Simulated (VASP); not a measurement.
**C16O31 (a cell with a defect): electric field gradients with PBE**

System: C16O31 (a cell with a defect).

```xyz
47
Lattice="-5.0693 5.0693 7.2320 5.0693 -5.0693 7.2320 5.0693 5.0693 -7.2320" Properties=species:S:1:pos:R:3 pbc="T T T"
C     5.0125    0.0568    5.4240
C    -0.0568    5.1261    5.4240
C    -0.0568    0.0568   12.6560
C    -0.0568    0.0568    5.4240
C     0.0568    5.0125    1.8080
C     5.1261   -0.0568    1.8080
C     0.0568   -0.0568    1.8080
C     0.0568   -0.0568    9.0400
C     2.5915    2.5915    3.6160
C     2.5915    2.5915   -3.6160
C     2.5915   -2.4778    3.6160
C    -2.4778    2.5915    3.6160
C     2.4778    2.4778    0.0000
C     2.4778    2.4778    7.2320
C     2.4778    7.5471    0.0000
C     7.5471    2.4778    0.0000
O    -1.6476    6.8314    3.5630
O    -1.6476    1.7621   10.7950
O    -1.6476    1.7621    3.5630
O     1.6476    3.3072    7.1790
O     1.6476    3.3072   -0.0530
O     6.7169    3.3072   -0.0530
O     1.6476    8.3765   -0.0530
O     4.2968    4.1823    1.7550
O     4.2968    4.1823   -5.4770
O     4.2968   -0.8871    1.7550
O    -0.7725    4.1823    1.7550
O     0.7725    0.8871    5.3710
O     0.7725    0.8871   12.6030
O     0.7725    5.9564    5.3710
O     5.8418    0.8871    5.3710
O     3.3072    1.6476    0.0530
O     3.3072    1.6476    7.2850
O     3.3072    6.7169    0.0530
O     8.3765    1.6476    0.0530
O     1.7621    3.4217    3.6690
O     6.8314   -1.6476    3.6690
O     1.7621   -1.6476    3.6690
O     1.7621   -1.6476   10.9010
O     4.1823    4.2968    5.4770
O     4.1823    4.2968   -1.7550
O     4.1823   -0.7725    5.4770
O    -0.8871    4.2968    5.4770
O     0.8871    0.7725    1.8610
O     0.8871    0.7725    9.0930
O     0.8871    5.8418    1.8610
O     5.9564    0.7725    1.8610
```

This cell differs from its parent crystal: atoms taken out.

- Program: VASP 6.6.1
- Task: electric field gradients
- Functional: PBE
- Potentials or basis: VASP PAW PBE potentials, release 64 (C, O)
- Cutoff: 520 eV
- k mesh: 2 × 2 × 3
- Occupations: fermi-dirac, width 0.01 eV
- Spin: no spin polarisation
- Dipole correction: no
- Charge: 2
- Further INCAR settings: LREAL = Auto; ALGO = Normal; EDIFF = 1e-08; NBANDS = 154; NELECT = 248.0

```
Largest force                           : 3.338 eV/Å
Largest electric field gradient by atom : C -49.2, -90.4, -49.3 (each value once); O +62.3, +62.2, +62.5, +61.0, +62.0, +63.1, +62.9, +63.0, +62.1, -44.7, +63.2, +61.1 (each value once) V/Å²
```

Forces in eV/Å, atoms in the order of the input:
```
C   -0.021 -0.017  0.013
C   -0.034  0.002  0.016
C   -0.025 -0.054  0.000
C    0.055  0.029 -0.001
C   -0.039  0.001 -0.026
C   -0.006 -0.015 -0.010
C    0.050  0.029  0.005
C   -0.029 -0.045  0.010
C   -2.298  2.307  0.164
C   -0.023  0.026  0.001
C   -0.006  0.007  0.000
C    0.004  0.000  0.000
C   -0.001  0.002  0.044
C    0.017 -0.015 -0.040
C   -0.005  0.005  0.000
C   -0.005  0.006  0.000
O    0.100 -0.144  0.018
O    0.093 -0.136  0.018
O    0.091 -0.130  0.019
O   -0.094  0.139  0.023
O   -0.088  0.130  0.005
O   -0.083  0.128  0.018
O   -0.085  0.127  0.018
O   -0.110 -0.088 -0.024
O   -0.168 -0.122  0.014
O   -0.140 -0.082  0.025
O   -0.123 -0.078  0.017
O    0.093  0.071  0.055
O    0.162  0.122  0.016
O    0.138  0.089  0.017
O    0.117  0.120 -0.008
O    0.136 -0.090 -0.014
O    0.126 -0.082 -0.011
O    0.132 -0.090 -0.020
O    0.136 -0.090 -0.018
O    2.336 -2.378 -0.173
O   -0.124  0.082 -0.019
O   -0.132  0.090 -0.019
O   -0.139  0.095 -0.018
O   -0.074 -0.098  0.027
O   -0.126 -0.166 -0.014
O   -0.095 -0.120 -0.029
O   -0.082 -0.122 -0.015
O    0.073  0.109 -0.052
O    0.120  0.161 -0.018
O    0.098  0.131 -0.016
O    0.077  0.153 -0.001
```

Levels at points of the mesh, in eV from the Fermi level:
| k point | band 121 | band 122 | band 123 | band 124 | band 125 | band 126 | band 127 | band 128 |
| --- | --- | --- | --- | --- | --- | --- | --- | --- |
| (0.00, 0.00, 0.00) | -0.09 | -0.08 | -0.07 | -0.02 | 0.10 | 6.50 | 6.65 | 6.87 |
| (0.50, 0.00, 0.00) | -0.10 | -0.09 | -0.02 | -0.01 | 0.02 | 6.49 | 6.63 | 7.51 |
| (0.00, 0.50, 0.00) | -0.10 | -0.09 | -0.04 | 0.00 | 0.03 | 6.49 | 6.63 | 7.51 |
| (0.50, 0.50, 0.00) | -0.04 | -0.03 | -0.03 | -0.02 | -0.01 | 6.50 | 6.65 | 7.59 |

Electric field gradients, principal values (V/Å²):
```
atom    least   middle  greatest (by size)
 1 C   24.426   24.743             -49.169
 2 C   24.472   24.718             -49.190
 3 C   24.446   24.741             -49.187
 4 C   24.475   24.734             -49.208
 5 C   24.439   24.744             -49.183
 6 C   24.461   24.717             -49.178
 7 C   24.486   24.713             -49.199
 8 C   24.413   24.764             -49.177
 9 C   45.044   45.309             -90.353
10 C   24.532   24.672             -49.204
11 C   24.539   24.671             -49.210
12 C   24.560   24.649             -49.209
13 C   24.587   24.664             -49.251
14 C   24.591   24.656             -49.247
15 C   24.540   24.668             -49.208
16 C   24.547   24.662             -49.208
17 O  -18.020  -44.234              62.254
18 O  -18.017  -44.288              62.305
19 O  -17.796  -44.499              62.295
20 O  -17.016  -45.238              62.255
21 O  -16.848  -45.315              62.163
22 O  -17.849  -44.637              62.486
23 O  -17.996  -44.493              62.489
24 O  -25.229  -35.755              60.984
25 O  -21.728  -40.294              62.022
26 O  -20.467  -42.666              63.133
27 O  -20.020  -43.052              63.072
28 O  -20.614  -40.426              61.040
29 O  -21.550  -40.463              62.013
30 O  -19.620  -43.274              62.893
31 O  -20.310  -42.723              63.033
32 O  -16.989  -45.068              62.057
33 O  -16.934  -45.182              62.117
34 O  -17.982  -44.533              62.515
35 O  -17.841  -44.668              62.510
36 O   18.549   26.110             -44.659
37 O  -18.770  -43.734              62.505
38 O  -18.096  -44.218              62.314
39 O  -17.665  -44.559              62.224
40 O  -21.554  -39.423              60.977
41 O  -21.001  -41.026              62.026
42 O  -20.549  -42.686              63.235
43 O  -19.979  -43.019              62.998
44 O  -21.597  -39.487              61.084
45 O  -24.762  -37.207              61.969
46 O  -19.645  -43.282              62.927
47 O  -20.316  -42.716              63.032
```

Run time: 47 min on 1 thread of Intel(R) Xeon(R) 6975P-C (Granite Rapids), on a shared host, peak memory 1.2 GiB.

Caveat: the cell carries a net charge on a neutralising background, which shifts energy and pressure; the cell differs from its parent crystal (atoms taken out); the cell is charged against a uniform background, so pressure and absolute levels hang on convention; without QUAD_EFG the Cq values of the log hold for a quadrupole moment of 1 mb, not for the nuclei.
